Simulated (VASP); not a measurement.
A run of VASP 6.6.1 is set up as follows.

The input POSCAR:

```
Cu
1.0
    2.5509909800      0.0000000000      0.0000000000
   -1.2754949867      2.2092226133      0.0000000000
    0.0000000000      0.0000000000      4.0582802289
Cu
2
Direct
    0.3333333333      0.6666666667      0.2500000000
    0.6666666667      0.3333333333      0.7500000000
```

INCAR.step1

```
PREC = Accurate
ENCUT = 520
ISMEAR = -1
SIGMA = 0.1
LREAL = False
LASPH = True
NELM = 100
NBANDS = 18
GGA = PE
ALGO = Normal
EDIFF = 1E-4
LWAVE = True
LCHARG = False
```

INCAR.step2

```
PREC = Accurate
ENCUT = 520
EDIFF = 1E-6
ISMEAR = -1
SIGMA = 0.1
LREAL = False
LASPH = True
NELM = 100
ALGO = Normal
ISIF = 2
LWAVE = False
LCHARG = False
METAGGA = R2SCAN
LMIXTAU = True
NBANDS = 18
ISTART = 1
```

The input KPOINTS:

```
regular mesh
0
Gamma
  16 16 9
```

Potentials or basis: VASP PAW PBE potentials, release 64 (Cu).

Launch:

```console
$ cat potpaw_PBE.64/Cu/POTCAR > POTCAR
$ cp INCAR.step1 INCAR
$ mpirun -np 1 vasp_std > vasp.out
$ cp INCAR.step2 INCAR
$ mpirun -np 1 vasp_std > vasp.out
```

Task: Estimate the band gap on the k mesh.

Result: Zero (band 11 reaches 11.23 eV, above the bottom of band 12 at 5.76 eV).

Task: What does it give for the pressure?

Result: 1.1 GPa.

Stress tensor (GPa, compression positive):
```
-0.57  0.00  0.00
 0.00 -0.57  0.00
 0.00  0.00  4.35
```

Caveat: the PAW data sets were made with another functional, which shifts forces and pressure a little.
